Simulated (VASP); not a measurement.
A run of VASP 6.6.1 is set up as follows.

File INCAR:

```
SYSTEM = MnO2
PREC = Accurate
ENCUT = 600
EDIFF = 1E-6
ISMEAR = -1
SIGMA = 0.05
LREAL = .False.
LASPH = .True.
NELM = 200
ALGO = Normal
ISIF = 2
LWAVE = .False.
LCHARG = .True.
ISPIN = 2
MAGMOM = 4 0 0
LORBIT = 11
LMAXMIX = 4
GGA = PS
LELF = .True.
LVHAR = .True.
NBANDS = 24
GGA_COMPAT = .False.
```

The input KPOINTS:

```
regular mesh
0
Gamma
  9 9 5
  0 0 0
```

POSCAR

```
MnO2
1.0
    2.8565781804      0.0000000000      0.0000000000
   -1.4282890902      2.4738692722      0.0000000000
    0.0000000000      0.0000000000      4.5093465777
Mn O
1 2
Direct
    0.0000000000      0.0000000000      0.5000000000
    0.3333333333      0.6666666667      0.7084741942
    0.6666666667      0.3333333333      0.2915258058
```

Potentials or basis: VASP PAW PBE potentials, release 64 (Mn_sv, O).

Launch:

```sh
$ cat potpaw_PBE.64/Mn_sv/POTCAR potpaw_PBE.64/O/POTCAR > POTCAR
$ mpirun -np 1 vasp_std > vasp.out
```

**Question.** Predict the largest force.

**Answer.** 0.008 eV/Å.

**Question.** Estimate the site moments.

**Answer.** Mn +2.72; O +0.04 μB.

**Question.** Estimate the net moment.

**Answer.** 3.00 μB per cell.

Forces in eV/Å, atoms in the order of the input:
```
Mn   0.000  0.000  0.000
O    0.000  0.000 -0.008
O    0.000  0.000  0.008
```

Caveat: the PAW data sets were made with another functional, which shifts forces and pressure a little; a cell with one magnetic atom can't hold antiferromagnetic order, which such compounds often take.
